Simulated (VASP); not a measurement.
# GeSb4Te4 (P-3m1) in VASP: relaxation of cell and atoms with PBE

Aim: the relaxation of cell and atoms of GeSb4Te4 with PBE.

Program: VASP 6.6.1. These are calculated values, not measurements. Logs are shortened: lines on timing, memory, paths and dates and some standing lists are left out, and cuts for length are marked.

### 1 The cell of the first run

Symmetry: P-3m1, No. 164, trigonal system. The conventional cell has a = 4.330 Å, b = 4.330 Å, c = 17.649 Å, α = 90.00°, β = 90.00°, γ = 120.00°. Within 4.0 Å of Ge (site symmetry -3m) lie 6 Te at 3.01 Å. Sb (site symmetry 3m) has 3 Sb at 2.94 Å and 3 Te at 3.64 Å within 3.9 Å. Within 4.0 Å of Sb (site symmetry 3m) lie 6 Te at 3.03 to 3.21 Å. Te (site symmetry 3m) has 3 Ge at 3.01 Å and 3 Sb at 3.21 Å within 4.0 Å. Within 4.0 Å of Te (site symmetry 3m) lie 6 Sb at 3.03 to 3.64 Å.

### 2 Relaxation of cell and atoms, PBE

Input file INCAR:

```
ALGO     = Normal         # electronic algorithm
EDIFF    = 1E-7           # SCF threshold, eV
EDIFFG   = -0.001         # ionic threshold
ENCUT    = 600            # plane-wave cutoff, eV
GGA      = PE             # functional
IBRION   = 2              # ionic algorithm
ISIF     = 3              # what is computed and relaxed
ISMEAR   = 0              # smearing method
LASPH    = True           # aspherical terms in the spheres
LCHARG   = False          # write CHGCAR
LREAL    = False          # projectors in reciprocal space
LWAVE    = False          # write WAVECAR
NELM     = 60             # most SCF steps
NSW      = 80             # ionic steps
PREC     = Accurate       # precision mode
SIGMA    = 0.01           # smearing width, eV
```

Input file KPOINTS:

```
k-points
0
Gamma
  12 12 2
```

Input file POSCAR:

```
GeSb4Te4
1.0
    4.3299847482      0.0000000000      0.0000000000
   -2.1649923741      3.7498767900      0.0000000000
    0.0000000000      0.0000000000     17.6486084858
Ge Sb Te
1 4 4
Direct
    0.0000000000      0.0000000000      0.0000000000
    0.3333333333      0.6666666667      0.5440991996
    0.6666666667      0.3333333333      0.4559008004
    0.6666666667      0.3333333333      0.7907683467
    0.3333333333      0.6666666667      0.2092316533
    0.3333333333      0.6666666667      0.9045184753
    0.6666666667      0.3333333333      0.0954815247
    0.0000000000      0.0000000000      0.6939667079
    0.0000000000      0.0000000000      0.3060332921
```

Potentials or basis: VASP PAW PBE potentials, release 64 (Ge_d, Sb, Te).

Launch:

```
$ cat potpaw_PBE.64/Ge_d/POTCAR potpaw_PBE.64/Sb/POTCAR potpaw_PBE.64/Te/POTCAR > POTCAR
$ mpirun -np 1 vasp_std > vasp.out
```

OUTCAR:

```text
EDIFF = 1E-7
   EDIFFG = -0.001
   ENCUT = 600
   GGA = PE
   IBRION = 2
   ISIF = 3
   ISMEAR = 0
   LASPH = True
   LREAL = False
   NELM = 60
   NSW = 80
   PREC = Accurate

 ion  position               nearest neighbor table
   1  0.000  0.000  0.000-   6 3.01   7 3.01   7 3.01   6 3.01   7 3.01   6 3.01
   2  0.333  0.667  0.544-   3 2.94   3 2.94   3 2.94   8 3.64   8 3.64   8 3.64
   3  0.667  0.333  0.456-   2 2.94   2 2.94   2 2.94   9 3.64   9 3.64   9 3.64
   4  0.667  0.333  0.791-   8 3.03   8 3.03   8 3.03   6 3.21   6 3.21   6 3.21
   5  0.333  0.667  0.209-   9 3.03   9 3.03   9 3.03   7 3.21   7 3.21   7 3.21
   6  0.333  0.667  0.905-   1 3.01   1 3.01   1 3.01   4 3.21   4 3.21   4 3.21
   7  0.667  0.333  0.095-   1 3.01   1 3.01   1 3.01   5 3.21   5 3.21   5 3.21
   8  0.000  0.000  0.694-   4 3.03   4 3.03   4 3.03   2 3.64   2 3.64   2 3.64
   9  0.000  0.000  0.306-   5 3.03   5 3.03   5 3.03   3 3.64   3 3.64   3 3.64

  LATTYP: Found a hexagonal cell.
 ALAT       =     4.3299847482
 C/A-ratio  =     4.0759054621

  Lattice vectors:

 A1 = (   4.3299847482,   0.0000000000,   0.0000000000)
 A2 = (  -2.1649923741,   3.7498767900,   0.0000000000)
 A3 = (   0.0000000000,   0.0000000000,  17.6486084858)

Analysis of symmetry for initial positions (statically):
=====================================================================
 Subroutine PRICEL returns:
 Original cell was already a primitive cell.

 Routine SETGRP: Setting up the symmetry group for a
 hexagonal supercell.

 Subroutine GETGRP returns: Found 12 space group operations
 (whereof 12 operations were pure point group operations)
 out of a pool of 24 trial point group operations.

The static configuration has the point symmetry D_3d.

Analysis of symmetry for dynamics (positions and initial velocities):
=====================================================================
 Subroutine PRICEL returns:
 Original cell was already a primitive cell.

 Routine SETGRP: Setting up the symmetry group for a
 hexagonal supercell.

 Subroutine GETGRP returns: Found 12 space group operations
 (whereof 12 operations were pure point group operations)
 out of a pool of 24 trial point group operations.

The dynamic configuration has the point symmetry D_3d.

 Subroutine INISYM returns: Found 12 space group operations
 (whereof 12 operations are pure point group operations),
 and found     1 'primitive' translations

----------------------------------------------------------------------------------------

                                     Primitive cell

  volume of cell :     286.5589

  direct lattice vectors                    reciprocal lattice vectors
     4.329984748  0.000000000  0.000000000     0.230947696  0.133337714  0.000000000
    -2.164992374  3.749876790  0.000000000     0.000000000  0.266675429  0.000000000
     0.000000000  0.000000000 17.648608486     0.000000000  0.000000000  0.056661691

  length of vectors
     4.329984748  4.329984748 17.648608486     0.266675429  0.266675429  0.056661691

  position of ions in fractional coordinates (direct lattice)
     0.000000000  0.000000000  0.000000000
     0.333333333  0.666666667  0.544099200
     0.666666667  0.333333333  0.455900800
     0.666666667  0.333333333  0.790768347
     0.333333333  0.666666667  0.209231653
     0.333333333  0.666666667  0.904518475
     0.666666667  0.333333333  0.095481525
     0.000000000  0.000000000  0.693966708
     0.000000000  0.000000000  0.306033292

  ion indices of the primitive-cell ions
   primitive index   ion index
                 1           1
                 2           2
                 3           3
                 4           4
                 5           5
                 6           6
                 7           7
                 8           8
                 9           9

----------------------------------------------------------------------------------------

 KPOINTS: k-points

Automatic generation of k-mesh.
 Grid dimensions read from file:
 generate k-points for:   12   12    2

 Generating k-lattice:

  Cartesian coordinates                     Fractional coordinates (reciprocal lattice)
     0.019245641  0.011111476  0.000000000     0.083333333  0.000000000  0.000000000
     0.000000000  0.022222952  0.000000000     0.000000000  0.083333333  0.000000000
     0.000000000  0.000000000  0.028330845     0.000000000  0.000000000  0.500000000

  Length of vectors
     0.022222952  0.022222952  0.028330845

  Shift w.r.t. Gamma in fractional coordinates (k-lattice)
     0.000000000  0.000000000  0.000000000

 Subroutine IBZKPT returns following result:
 ===========================================

 Found     38 irreducible k-points:

 Following reciprocal coordinates:
            Coordinates               Weight
  0.000000  0.000000  0.000000      1.000000
  0.083333  0.000000  0.000000      6.000000
  0.166667  0.000000  0.000000      6.000000
  0.250000  0.000000  0.000000      6.000000
  0.333333  0.000000  0.000000      6.000000
  0.416667  0.000000  0.000000      6.000000
[... 16 lines left out ...]
  0.250000  0.000000  0.500000      6.000000
  0.333333  0.000000  0.500000      6.000000
 [... further k-points ...]
   k-points           NKPTS =     38   k-points in BZ     NKDIM =     38   number of bands    NBANDS=     34
   number of dos      NEDOS =    301   number of ions     NIONS =      9
   total plane-waves  NPLWV = 186624
   dimension x,y,z NGX =    36 NGY =   36 NGZ =  144
   dimension x,y,z NGXF=    72 NGYF=   72 NGZF=  288
   ions per type =               1   4   4
   NGX,Y,Z   is equivalent  to a cutoff of  13.82, 13.82, 13.56 a.u.
   NGXF,Y,Z  is equivalent  to a cutoff of  27.64, 27.64, 27.13 a.u.
 SYSTEM =  unknown system
   PREC   = accura    normal or accurate (medium, high low for compatibility)
   ISTART =      0    job   : 0-new  1-cont  2-samecut
   ICHARG =      2    charge: 1-file 2-atom 10-const
   ISPIN  =      1    spin polarized calculation?
   LNONCOLLINEAR =      F non collinear calculations
   LSORBIT =      F    spin-orbit coupling
   LASPH  =      T    aspherical Exc in radial PAW
   ENCUT  =  600.0 eV  44.10 Ry    6.64 a.u.   8.65  8.65 35.25*2*pi/ulx,y,z
   NELM   =     60;   NELMIN=  2; NELMDL= -5     # of ELM steps
   EDIFF  = 0.1E-06   stopping-criterion for ELM
   LREAL  =      F    real-space projection
   EDIFFG = -.1E-02   stopping-criterion for IOM
   NSW    =     80    number of steps for IOM
   IBRION =      2    ionic relax: 0-MD 1-quasi-New 2-CG
   NFREE  =      1    steps in history (QN), initial steepest desc. (CG)
   ISIF   =      3    stress and relaxation
   ISYM   =      2    0-nonsym 1-usesym 2-fastsym
   POTIM  = 0.5000    time-step for ionic-motion
   TEBEG  =    0.0;   TEEND  =   0.0 temperature during run
   PSTRESS=    0.0 pullay stress
   NELECT =      58.0000    total number of electrons
   NUPDOWN=      -1.0000    fix difference up-down
   EMIN   =  10.00;   EMAX   =-10.00  energy-range for DOS
   EFERMI =   0.00;   METHOD = LEGACY
   ISMEAR =     0;   SIGMA  =   0.01  broadening in eV -4-tet -1-fermi 0-gaus
   EFERMI_NEDOS =   21; number of points for ismear=-14 and -15
   IALGO  =     38    algorithm
   IMIX   =      4    mixing-type and parameters
     AMIX     =   0.40;   BMIX     =  1.00
     AMIX_MAG =   1.60;   BMIX_MAG =  1.00
  volume/ion in A,a.u.               =      31.84       214.87
  Fermi-wavevector in a.u.,A,eV,Ry     =   0.961198  1.816401 12.570446  0.923902
  Thomas-Fermi vector in A             =   2.090549
   LORBIT       =      0    0 simple, 1 ext, 2 COOP (PROOUT), +10 PAW based schemes
   GGA     = PE    functional components
   LHFCALC =     F    Hartree Fock is set to
   AEXX    =    0.0000 exact exchange contribution
   IVDW    =     0    specifies the selected vdW correction
   LEPSILON=     F    determine dielectric tensor
   LRPA    =     F    only Hartree local field effects (RPA)
 conjugate gradient relaxation of ions
 non-spin polarized calculation
 Gauss-broadening in eV      SIGMA  =   0.01
  energy-cutoff  :      600.00
  volume of cell :      286.56
 maximum number of plane-waves:      9613
 NGX is ok and might be reduce to    36
   NGX = 17   NGY = 17   NGZ = 71

--------------------------------------- Ionic step        1  -------------------------------------------

 number of electron      58.0000008 magnetization

 Free energy of the ion-electron system (eV)
  ---------------------------------------------------
  ext. energy  EPLUGINS =         0.00000000
  ---------------------------------------------------
  free energy    TOTEN  =       -34.39482941 eV

  energy without entropy =      -34.39482941  energy(sigma->0) =      -34.39482941

------------------------ aborting loop because EDIFF is reached ----------------------------------------

  FORCE on cell =-STRESS in cart. coord.  units (eV):
  Direction    XX          YY          ZZ          XY          YZ          ZX
  --------------------------------------------------------------------------------------
  -------------------------------------------------------------------------------------
  Total        0.0115538      0.0115538      0.0090590     -0.0000000      0.0000000      0.0000000
  in kB        0.0645986      0.0645986      0.0506496     -0.0000000      0.0000000      0.0000000
  external PRESSURE =       0.0599489 kB  Pullay stress =       0.0000000 kB
[... 110 lines left out ...]
  FREE ENERGIE OF THE ION-ELECTRON SYSTEM (eV)
  ---------------------------------------------------
  free  energy   TOTEN  =       -34.3950911148 eV

  energy  without entropy=      -34.3950911148  energy(sigma->0) =      -34.39509111

[... ionic steps 4 to 19 ...]

--------------------------------------- Ionic step       20  -------------------------------------------

 number of electron      58.0000009 magnetization

------------------------ aborting loop because EDIFF is reached ----------------------------------------
[... 81 lines left out ...]
--------------------------------------- Ionic step       22  -------------------------------------------

 number of electron      58.0000009 magnetization

 Free energy of the ion-electron system (eV)
  ---------------------------------------------------
  ext. energy  EPLUGINS =         0.00000000
  ---------------------------------------------------
  free energy    TOTEN  =       -34.39535183 eV

  energy without entropy =      -34.39535183  energy(sigma->0) =      -34.39535183

 E-fermi :   6.3520     XC(G=0):  -9.2747

 val. band max:        6.3134469328   @ k =   0.0000   0.0000   0.0000
 cond. band min:       6.3926647961   @ k =   0.0833   0.0000   0.5000
 fundamental gap:      0.0792178633
 Fermi energy:         6.3520266128

 k-point     1 :       0.0000    0.0000    0.0000
  band No.  band energies     occupation
      1     -18.7833      2.00000
      2     -18.7833      2.00000
      3     -18.7792      2.00000
      4     -18.7776      2.00000
      5     -18.7776      2.00000
      6      -6.8546      2.00000
[... 877 lines left out ...]
     33       7.9090      0.00000
     34       7.9429      0.00000

 [... further k-points ...]

------------------------ aborting loop because EDIFF is reached ----------------------------------------

  FORCE on cell =-STRESS in cart. coord.  units (eV):
  Direction    XX          YY          ZZ          XY          YZ          ZX
  --------------------------------------------------------------------------------------
  -------------------------------------------------------------------------------------
  Total       -0.0038790     -0.0038790      0.0057353     -0.0000000     -0.0000000      0.0000000
  in kB       -0.0217442     -0.0217442      0.0321498     -0.0000000     -0.0000000      0.0000000
  external PRESSURE =      -0.0037796 kB  Pullay stress =       0.0000000 kB
[... 24 lines left out ...]
  FREE ENERGIE OF THE ION-ELECTRON SYSTEM (eV)
  ---------------------------------------------------
  free  energy   TOTEN  =       -34.3953518346 eV

  energy  without entropy=      -34.3953518346  energy(sigma->0) =      -34.39535183

 reached required accuracy - stopping structural energy minimisation
```

Run time: 1.6 h. Hardware: 1 thread of Oxide Virtual Turin-like, shared host; peak memory 0.77 GiB.

What came out:

| Item | Value |
| --- | --- |
| Free energy | -34.3954 eV |
| Relaxed volume | 31.76 Å³/atom |
| Relaxed cell | a = 4.331 Å, b = 4.331 Å, c = 17.594 Å, α = 90.00°, β = 90.00°, γ = 120.00° |
| Space group after relaxing (to 0.1 Å) | P-3m1 (No. 164) |
| Energy gained by relaxing | 0.1 meV/atom |
| Ionic steps | 22 |
| Pressure after relaxing | 0.0 GPa |
| Band gap on the k mesh | 0.08 eV (least direct gap 0.09 eV) |

The path:
| step | energy change (eV) | largest force (eV/Å) | pressure (GPa) | volume (Å³) |
| --- | --- | --- | --- | --- |
| 1 | 0.0000 | 0.0537 | 0.01 | 286.56 |
| 2 | -0.0002 | 0.0186 | -0.03 | 286.61 |
| 3 | -0.0003 | 0.0045 | -0.05 | 286.64 |
| 4 | -0.0003 | 0.0098 | 0.01 | 286.19 |
| 5 | -0.0003 | 0.0095 | 0.00 | 286.22 |
| 6 | -0.0003 | 0.0093 | 0.00 | 286.23 |
| 7 | -0.0004 | 0.0080 | 0.00 | 286.21 |
| 8 | -0.0004 | 0.0090 | 0.01 | 286.16 |
| 9 | -0.0004 | 0.0089 | -0.01 | 286.20 |
| 10 | -0.0004 | 0.0088 | -0.02 | 286.25 |
| 11 | -0.0004 | 0.0076 | -0.02 | 286.22 |
| 12 | -0.0004 | 0.0058 | -0.01 | 286.13 |
| 13 | -0.0005 | 0.0100 | 0.01 | 285.94 |
| 14 | -0.0005 | 0.0093 | 0.01 | 285.90 |
| 15 | -0.0005 | 0.0074 | 0.01 | 285.76 |
| 16 | -0.0005 | 0.0066 | 0.02 | 285.70 |
| 17 | -0.0005 | 0.0050 | -0.02 | 285.87 |
| 18 | -0.0005 | 0.0054 | 0.00 | 285.79 |
| 19 | -0.0005 | 0.0050 | -0.01 | 285.82 |
| 20 | -0.0005 | 0.0023 | 0.00 | 285.82 |
| 21 | -0.0005 | 0.0024 | 0.00 | 285.82 |
| 22 | -0.0005 | 0.0005 | 0.00 | 285.82 |

Final structure:
```yaml
crystal:
  lattice:
    - [4.33112, 0.00000, 0.00000]
    - [-2.16556, 3.75086, 0.00000]
    - [0.00000, 0.00000, 17.59371]
  atoms:
    - { symbol: Ge, position: [0.00000, 0.00000, 0.00000] }
    - { symbol: Sb, position: [0.33333, 0.66667, 0.54444] }
    - { symbol: Sb, position: [0.66667, 0.33333, 0.45556] }
    - { symbol: Sb, position: [0.66667, 0.33333, 0.79031] }
    - { symbol: Sb, position: [0.33333, 0.66667, 0.20969] }
    - { symbol: Te, position: [0.33333, 0.66667, 0.90422] }
    - { symbol: Te, position: [0.66667, 0.33333, 0.09578] }
    - { symbol: Te, position: [0.00000, 0.00000, 0.69305] }
    - { symbol: Te, position: [0.00000, 0.00000, 0.30695] }
```

Levels at points of the mesh, in eV from the valence-band top:
| k point | band 25 | band 26 | band 27 | band 28 | band 29 | band 30 | band 31 | band 32 | band 33 | band 34 |
| --- | --- | --- | --- | --- | --- | --- | --- | --- | --- | --- |
| (0.00, 0.00, 0.00) | -1.28 | -1.20 | -1.13 | -1.13 | 0.00 | 0.14 | 0.14 | 0.43 | 0.80 | 0.80 |
| (0.50, 0.00, 0.00) | -2.20 | -1.81 | -1.68 | -1.21 | -1.07 | 0.36 | 0.82 | 0.85 | 1.00 | 1.40 |
| (0.00, 0.00, 0.50) | -1.55 | -1.15 | -1.15 | -1.04 | -0.08 | 0.24 | 0.24 | 0.60 | 0.63 | 0.63 |
| (0.50, 0.00, 0.50) | -2.40 | -2.27 | -1.82 | -1.51 | -0.55 | 0.12 | 0.54 | 1.27 | 1.52 | 1.57 |

Caveat: semilocal functionals underestimate gaps, and a narrow one can read as zero; spin-orbit coupling is left out, which moves the levels of the heavy elements. A k mesh can miss the band edges.
